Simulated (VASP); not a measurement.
# ZnS (I-4m2) in VASP: single point with PBEsol

Aim: the single point of ZnS with PBEsol.

Everything below comes from runs of VASP 6.6.1. Logs are shortened: lines on timing, memory, paths and dates and some standing lists are left out, and cuts for length are marked.

## Step 1: The cell of the first run

Symmetry: I-4m2, No. 119, tetragonal system. Conventional cell: a = 3.768 Å, b = 3.768 Å, c = 5.409 Å, α = 90.00°, β = 90.00°, γ = 90.00°. Zn (site symmetry -4m2) has 4 S at 2.32 Å within 3.1 Å. Within 3.1 Å of S (site symmetry -4m2) lie 4 Zn at 2.32 Å.

## Step 2: Single point, PBEsol (strain -0.015 along x and y, +0.000 along z)

INCAR reads:

```
PREC = Accurate ; ENCUT = 520
EDIFF = 1E-6 ; ISMEAR = 0
SIGMA = 0.05 ; LREAL = F
LASPH = T ; NELM = 80
ALGO = Normal ; ISIF = 2
LWAVE = F ; LCHARG = F
GGA = PS ; NBANDS = 16
```

KPOINTS reads:

```
regular mesh
0
Gamma
  10 10 10
```

POSCAR reads:

```
ZnS
1.0
    0.0000000000      2.6640802500      2.7046500000
    2.6640802500      0.0000000000      2.7046500000
    2.6640802500      2.6640802500      0.0000000000
Zn S
1 1
Direct
    0.0000000000      0.0000000000      0.0000000000
    0.7500000000      0.7500000000      0.7500000000
```

Potentials or basis: VASP PAW PBE potentials, release 64 (Zn, S).

Launch:

```bash
$ cat potpaw_PBE.64/Zn/POTCAR potpaw_PBE.64/S/POTCAR > POTCAR
$ mpirun -np 1 vasp_std > vasp.out
```

OUTCAR:

```text
PREC = Accurate
   ENCUT = 520
   EDIFF = 1E-6
   ISMEAR = 0
   LREAL = F
   LASPH = T
   NELM = 80
   ISIF = 2
   GGA = PS

 ion  position               nearest neighbor table
   1  0.000  0.000  0.000-   2 2.32   2 2.32   2 2.32   2 2.32
   2  0.750  0.750  0.750-   1 2.32   1 2.32   1 2.32   1 2.32

  LATTYP: Found a body centered tetragonal cell.
 ALAT       =     3.7675784208
 C/A-ratio  =     1.4357498095

  Lattice vectors:

 A1 = (  -2.6640802500,   0.0000000000,   2.7046500000)
 A2 = (   2.6640802500,   0.0000000000,   2.7046500000)
 A3 = (   0.0000000000,   2.6640802500,  -2.7046500000)

Analysis of symmetry for initial positions (statically):
=====================================================================
 Subroutine PRICEL returns:
 Original cell was already a primitive cell.

 Routine SETGRP: Setting up the symmetry group for a
 body centered tetragonal supercell.

 Subroutine GETGRP returns: Found  8 space group operations
 (whereof  8 operations were pure point group operations)
 out of a pool of 16 trial point group operations.

The static configuration has the point symmetry D_2d.

Analysis of symmetry for dynamics (positions and initial velocities):
=====================================================================
 Subroutine PRICEL returns:
 Original cell was already a primitive cell.

 Routine SETGRP: Setting up the symmetry group for a
 body centered tetragonal supercell.

 Subroutine GETGRP returns: Found  8 space group operations
 (whereof  8 operations were pure point group operations)
 out of a pool of 16 trial point group operations.

The dynamic configuration has the point symmetry D_2d.

 Subroutine INISYM returns: Found  8 space group operations
 (whereof  8 operations are pure point group operations),
 and found     1 'primitive' translations

----------------------------------------------------------------------------------------

                                     Primitive cell

  volume of cell :      38.3916

  direct lattice vectors                    reciprocal lattice vectors
     0.000000000  2.664080250  2.704650000    -0.187682034  0.187682034  0.184866803
     2.664080250  0.000000000  2.704650000     0.187682034 -0.187682034  0.184866803
     2.664080250  2.664080250  0.000000000     0.187682034  0.187682034 -0.184866803

  length of vectors
     3.796373954  3.796373954  3.767578421     0.323457612  0.323457612  0.323457612

  position of ions in fractional coordinates (direct lattice)
     0.000000000  0.000000000  0.000000000
     0.750000000  0.750000000  0.750000000

  ion indices of the primitive-cell ions
   primitive index   ion index
                 1           1
                 2           2

----------------------------------------------------------------------------------------

 KPOINTS: regular mesh

Automatic generation of k-mesh.
 Grid dimensions read from file:
 generate k-points for:   10   10   10

 Generating k-lattice:

  Cartesian coordinates                     Fractional coordinates (reciprocal lattice)
    -0.018768203  0.018768203  0.018486680     0.100000000 -0.000000000  0.000000000
     0.018768203 -0.018768203  0.018486680    -0.000000000  0.100000000  0.000000000
     0.018768203  0.018768203 -0.018486680     0.000000000  0.000000000  0.100000000

  Length of vectors
     0.032345761  0.032345761  0.032345761

  Shift w.r.t. Gamma in fractional coordinates (k-lattice)
     0.000000000  0.000000000  0.000000000

 Subroutine IBZKPT returns following result:
 ===========================================

 Found    102 irreducible k-points:

 Following reciprocal coordinates:
            Coordinates               Weight
  0.000000  0.000000  0.000000      1.000000
  0.100000 -0.000000  0.000000      8.000000
  0.200000 -0.000000  0.000000      8.000000
  0.300000  0.000000  0.000000      8.000000
  0.400000 -0.000000  0.000000      8.000000
  0.500000 -0.000000  0.000000      4.000000
[... 16 lines left out ...]
  0.300000  0.300000  0.000000      2.000000
  0.400000  0.300000  0.000000      8.000000
 [... further k-points ...]
   k-points           NKPTS =    102   k-points in BZ     NKDIM =    102   number of bands    NBANDS=     16
   number of dos      NEDOS =    301   number of ions     NIONS =      2
   total plane-waves  NPLWV =  21952
   dimension x,y,z NGX =    28 NGY =   28 NGZ =   28
   dimension x,y,z NGXF=    56 NGYF=   56 NGZF=   56
   ions per type =               1   1
   NGX,Y,Z   is equivalent  to a cutoff of  12.26, 12.26, 12.36 a.u.
   NGXF,Y,Z  is equivalent  to a cutoff of  24.52, 24.52, 24.71 a.u.
 SYSTEM =  unknown system
   PREC   = accura    normal or accurate (medium, high low for compatibility)
   ISTART =      0    job   : 0-new  1-cont  2-samecut
   ICHARG =      2    charge: 1-file 2-atom 10-const
   ISPIN  =      1    spin polarized calculation?
   LNONCOLLINEAR =      F non collinear calculations
   LSORBIT =      F    spin-orbit coupling
   LASPH  =      T    aspherical Exc in radial PAW
   ENCUT  =  520.0 eV  38.22 Ry    6.18 a.u.   7.06  7.06  7.01*2*pi/ulx,y,z
   NELM   =     80;   NELMIN=  2; NELMDL= -5     # of ELM steps
   EDIFF  = 0.1E-05   stopping-criterion for ELM
   LREAL  =      F    real-space projection
   EDIFFG = 0.1E-04   stopping-criterion for IOM
   NSW    =      0    number of steps for IOM
   IBRION =     -1    ionic relax: 0-MD 1-quasi-New 2-CG
   NFREE  =      0    steps in history (QN), initial steepest desc. (CG)
   ISIF   =      2    stress and relaxation
   ISYM   =      2    0-nonsym 1-usesym 2-fastsym
   POTIM  = 0.5000    time-step for ionic-motion
   TEBEG  =    0.0;   TEEND  =   0.0 temperature during run
   PSTRESS=    0.0 pullay stress
   NELECT =      18.0000    total number of electrons
   NUPDOWN=      -1.0000    fix difference up-down
   EMIN   =  10.00;   EMAX   =-10.00  energy-range for DOS
   EFERMI =   0.00;   METHOD = LEGACY
   ISMEAR =     0;   SIGMA  =   0.05  broadening in eV -4-tet -1-fermi 0-gaus
   EFERMI_NEDOS =   21; number of points for ismear=-14 and -15
   IALGO  =     38    algorithm
   IMIX   =      4    mixing-type and parameters
     AMIX     =   0.40;   BMIX     =  1.00
     AMIX_MAG =   1.60;   BMIX_MAG =  1.00
  volume/ion in A,a.u.               =      19.20       129.54
  Fermi-wavevector in a.u.,A,eV,Ry     =   1.271805  2.403362 22.007251  1.617487
  Thomas-Fermi vector in A             =   2.404718
   LORBIT       =      0    0 simple, 1 ext, 2 COOP (PROOUT), +10 PAW based schemes
   GGA     = PS    functional components
   LHFCALC =     F    Hartree Fock is set to
   AEXX    =    0.0000 exact exchange contribution
   IVDW    =     0    specifies the selected vdW correction
   LEPSILON=     F    determine dielectric tensor
   LRPA    =     F    only Hartree local field effects (RPA)
 non-spin polarized calculation
 Gauss-broadening in eV      SIGMA  =   0.05
  energy-cutoff  :      520.00
  volume of cell :       38.39
 maximum number of plane-waves:      1046
   NGX = 15   NGY = 15   NGZ = 13

 number of electron      18.0000018 magnetization

 Free energy of the ion-electron system (eV)
  ---------------------------------------------------
  ext. energy  EPLUGINS =         0.00000000
  ---------------------------------------------------
  free energy    TOTEN  =        -7.58810100 eV

  energy without entropy =       -7.58810100  energy(sigma->0) =       -7.58810100

 E-fermi :   2.5291     XC(G=0):  -9.9788

 val. band max:        2.2902766616   @ k =   0.0000   0.0000   0.0000
 cond. band min:       4.3671446074   @ k =   0.0000   0.0000   0.0000
 fundamental gap:      2.0768679458
 Fermi energy:         2.5290615818

 k-point     1 :       0.0000    0.0000    0.0000
  band No.  band energies     occupation
      1     -11.0782      2.00000
      2      -4.2201      2.00000
      3      -4.2107      2.00000
      4      -4.2107      2.00000
      5      -3.6850      2.00000
      6      -3.6794      2.00000
[... 8 lines left out ...]
     15      14.0782      0.00000
     16      14.1704      0.00000

 k-point     2 :       0.1000   -0.0000    0.0000
  band No.  band energies     occupation
      1     -10.9977      2.00000
      2      -4.2179      2.00000
      3      -4.2013      2.00000
      4      -4.1958      2.00000
      5      -3.6861      2.00000
      6      -3.6812      2.00000
[... 8 lines left out ...]
     15      13.6697      0.00000
     16      14.6649      0.00000

 k-point     3 :       0.2000   -0.0000    0.0000
  band No.  band energies     occupation
      1     -10.7751      2.00000
      2      -4.2068      2.00000
      3      -4.1665      2.00000
      4      -4.1589      2.00000
      5      -3.6852      2.00000
      6      -3.6826      2.00000
[... 8 lines left out ...]
     15      13.1834      0.00000
     16      14.6640      0.00000

 k-point     4 :       0.3000    0.0000    0.0000
  band No.  band energies     occupation
      1     -10.4710      2.00000
      2      -4.1340      2.00000
      3      -4.1226      2.00000
      4      -4.1193      2.00000
      5      -3.6755      2.00000
      6      -3.6745      2.00000
[... 8 lines left out ...]
     15      13.5132      0.00000
     16      14.0941      0.00000
[... 324 lines left out ...]
 k-point    22 :      -0.2000    0.2000    0.0000
  band No.  band energies     occupation
      1     -10.3643      2.00000
      2      -4.1339      2.00000
      3      -4.0934      2.00000
      4      -4.0926      2.00000
      5      -3.7064      2.00000
      6      -3.6367      2.00000
[... 8 lines left out ...]
     15      15.2352      0.00000
     16      16.8583      0.00000

 k-point    23 :       0.3000    0.3000    0.0000
  band No.  band energies     occupation
      1     -10.2802      2.00000
      2      -4.2960      2.00000
      3      -3.9973      2.00000
      4      -3.9973      2.00000
      5      -3.7256      2.00000
      6      -3.6287      2.00000
[... 8 lines left out ...]
     15      15.2221      0.00000
     16      18.9889      0.00000

 k-point    24 :       0.4000    0.3000    0.0000
  band No.  band energies     occupation
      1     -10.0637      2.00000
      2      -4.2642      2.00000
      3      -3.9493      2.00000
      4      -3.9419      2.00000
      5      -3.6711      2.00000
      6      -3.6213      2.00000
[... 8 lines left out ...]
     15      15.7372      0.00000
     16      18.1921      0.00000

 [... further k-points ...]

------------------------ aborting loop because EDIFF is reached ----------------------------------------

  FORCE on cell =-STRESS in cart. coord.  units (eV):
  Direction    XX          YY          ZZ          XY          YZ          ZX
  --------------------------------------------------------------------------------------
  -------------------------------------------------------------------------------------
  Total        0.1129108      0.1129108     -0.0427601      0.0000000     -0.0000000      0.0000000
  in kB        4.7120575      4.7120575     -1.7844877      0.0000000     -0.0000000      0.0000000
  external PRESSURE =       2.5465424 kB  Pullay stress =       0.0000000 kB

 VOLUME and BASIS-vectors are now :
 -----------------------------------------------------------------------------
  energy-cutoff  :      520.00
  volume of cell :       38.39
      direct lattice vectors                 reciprocal lattice vectors
     0.000000000  2.664080250  2.704650000    -0.187682034  0.187682034  0.184866803
     2.664080250  0.000000000  2.704650000     0.187682034 -0.187682034  0.184866803
     2.664080250  2.664080250  0.000000000     0.187682034  0.187682034 -0.184866803

 POSITION                                       TOTAL-FORCE (eV/Angst)
 -----------------------------------------------------------------------------------
      0.00000      0.00000      0.00000         0.000000      0.000000      0.000000
      3.99612      3.99612      4.05697        -0.000000     -0.000000     -0.000000
 -----------------------------------------------------------------------------------
    total drift:                               -0.000002     -0.000002     -0.000002

  FREE ENERGIE OF THE ION-ELECTRON SYSTEM (eV)
  ---------------------------------------------------
  free  energy   TOTEN  =        -7.5881009976 eV

  energy  without entropy=       -7.5881009976  energy(sigma->0) =       -7.58810100
```

Run time: 50 s. Hardware: 1 thread of AMD EPYC 7R13 (Zen 3), shared host; peak memory 0.17 GiB.

Results:

```yaml
Free_energy: -7.5881 eV
Pressure: 0.3 GPa
Band_gap_on_the_k_mesh: 2.08 eV, direct
```

Caveat: the cell differs from its parent crystal (strain -0.015 along x and y, +0.000 along z); the PAW data sets were made with another functional, which shifts forces and pressure a little.
